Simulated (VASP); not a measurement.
NaCl: single point with PBE

The system is NaCl.

```
Na Cl
1.0
     0.00000    3.01009    3.21831
     3.01009    0.00000    3.21831
     3.01009    3.01009    0.00000
Na Cl
1 1
Direct
  0.00000 0.00000 0.00000
  0.25000 0.25000 0.25000
```

This cell differs from its parent crystal: epitaxial xy strain -2.5%.

```yaml
Program: VASP 6.6.1
Task: single point
Functional: PBE
Potentials_or_basis: VASP PAW PBE potentials, release 64 (Na_pv, Cl)
Cutoff: 500 eV
k_mesh: 8 × 8 × 8
Occupations: fermi-dirac, width 0.02 eV
Spin: no spin polarisation
```

```yaml
Pressure: 0.8 GPa
Band_gap_on_the_k_mesh: 4.93 eV
```

Stress tensor (GPa, compression positive):
```
0.87 0.00 0.00
0.00 0.87 0.00
0.00 0.00 0.70
```

Levels at points of the mesh, in eV from the valence-band top:
```
           k point  band 5  band 6  band 7  band 8  band 9  band 10
(0.00, 0.00, 0.00)   -0.08    0.00    0.00    4.93   11.13    11.29
(0.50, 0.00, 0.00)   -1.10   -0.19   -0.05    7.56    8.94    10.42
(0.50, 0.50, 0.00)   -1.07   -0.25   -0.25    7.01    9.25    10.22
(0.50, 0.00, 0.50)   -0.97   -0.39   -0.36    7.04    8.96    10.86
```

It took 56 s on 1 thread of Intel Xeon 8259CL (shared host), peak memory 0.19 GiB.

Caveat: the cell differs from its parent crystal (epitaxial xy strain -2.5%). A k mesh can miss the band edges.
